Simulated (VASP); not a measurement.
A run of VASP 6.6.1:

INCAR

```
SYSTEM = Li2Pd
PREC = Accurate ; ENCUT = 520
EDIFF = 1E-6 ; ISMEAR = -1
SIGMA = 0.15 ; LREAL = .FALSE.
LASPH = .TRUE. ; NELM = 60
ALGO = Normal ; ISIF = 2
LWAVE = .FALSE. ; LCHARG = .TRUE.
GGA = CA ; LELF = .TRUE.
LVHAR = .TRUE. ; NBANDS = 15
```

The input KPOINTS:

```
regular mesh
0
G
  12 12 16
  0 0 0
```

File POSCAR:

```
Li2Pd
1.0
    4.1214713037      0.0000000000      0.0000000000
   -2.0607356518      3.5692988500      0.0000000000
    0.0000000000      0.0000000000      2.6291363814
Li Pd
2 1
Direct
    0.3333333333      0.6666666667      0.5000000000
    0.6666666667      0.3333333333      0.5000000000
    0.0000000000      0.0000000000      0.0000000000
```

Potentials or basis: VASP PAW LDA potentials, release 64 (Li_sv, Pd).

The run is started by

```bash
$ cat potpaw_LDA.64/Li_sv/POTCAR potpaw_LDA.64/Pd/POTCAR > POTCAR
$ mpirun -np 1 vasp_std > vasp.out
```

Hardware: 1 thread of Intel(R) Xeon(R) 6975P-C (Granite Rapids) (shared host).

Question: How long does it take, and how much memory?

Answer: Wall time 28 s on 1 thread of Intel(R) Xeon(R) 6975P-C (Granite Rapids), with other jobs on the host, peak memory 0.21 GiB. Counts: scf iterations 12, k points 171.
